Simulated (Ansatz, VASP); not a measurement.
# AlNi3 in VASP and in Ansatz

INCAR

```
SYSTEM = AlNi3
PREC = Accurate
ENCUT = 600
EDIFF = 1E-7
ISMEAR = 0
SIGMA = 0.1
LREAL = .FALSE.
LASPH = .TRUE.
NELM = 150
ALGO = Normal
ISIF = 3
LWAVE = .FALSE.
LCHARG = .FALSE.
ISPIN = 2
MAGMOM = 0 0.29 0.29 0.29
LORBIT = 11
LMAXMIX = 4
GGA = PS
IBRION = 2
NSW = 100
EDIFFG = -0.005
```

The input KPOINTS:

```
Automatic mesh
0
G
  12 12 12
  0 0 0
```

File POSCAR:

```
AlNi3
1.0
    3.5230547267      0.0000000000      0.0000000000
    0.0000000000      3.5230547267      0.0000000000
    0.0000000000      0.0000000000      3.5230547267
Al Ni
1 3
Direct
    0.0000000000      0.0000000000      0.0000000000
    0.0000000000      0.5000000000      0.5000000000
    0.5000000000      0.0000000000      0.5000000000
    0.5000000000      0.5000000000      0.0000000000
```

Input for Ansatz:

```yaml
crystal:
  lattice:
    - [3.5230547267, 0.0, 0.0]
    - [0.0, 3.5230547267, 0.0]
    - [0.0, 0.0, 3.5230547267]
  atoms:
    - { symbol: Al, position: [0.0, 0.0, 0.0] }
    - { symbol: Ni, position: [0.0, 0.5, 0.5], spin: 0.29 }
    - { symbol: Ni, position: [0.5, 0.0, 0.5], spin: 0.29 }
    - { symbol: Ni, position: [0.5, 0.5, 0.0], spin: 0.29 }
basis:
  ecutwfc: 420
kpoints:
  mp_grid: { grid: [12, 12, 12] }
hamiltonian:
  xc: pbesol
scf:
  occupations: { method: gaussian, width: 0.1 }
output:
  forces: true
  stress: true
  eigenvalues: true
  populations: true
magnetization:
  spin_polarized: true
relax:
  adjacent_minimum: "off"
  f_tol: 0.005
  max_steps: 80
  cell: { stress_tol: 0.05 }
```

Alike in both runs: task relaxation of cell and atoms; functional PBEsol; k mesh 12 × 12 × 12; occupations gaussian, width 0.1 eV; collinear spin.

|  | VASP | Ansatz |
| --- | --- | --- |
| version | VASP 6.6.1 | Ansatz 0.2.0 |
| potentials or method | VASP PAW PBE potentials, release 64 (Al, Ni), cutoff 600 eV | scalar-relativistic, plane waves, PAW |
| valence electrons in the cell | 33 | 57 |

|  | VASP | Ansatz | Ansatz less VASP |
| --- | --- | --- | --- |
| gap on the k mesh at the Fermi level, each at its own relaxed structure (eV) | none | none | - |
| net moment per atom (μB) | 0.16 | 0.17 | +0.007 |
| size of the moment on the site where the two differ most (μB) | 0.23 | 0.25 | +0.021 |
| relaxed volume (Å³/atom) | 10.90 | 10.90 | -0.001 |
| relaxed length of the cell vector where the two differ most in proportion (Å) | 3.519 | 3.519 | -0.0001 |

VASP's potentials were made for PBE, not for PBEsol. Site moments also hang on the region over which each program counts them. A gap of «none» marks a metal or a gap that the smearing closes. VASP's potentials hold 33 valence electrons a cell and Ansatz's 57, so a difference there can come from the potentials and not from the codes.
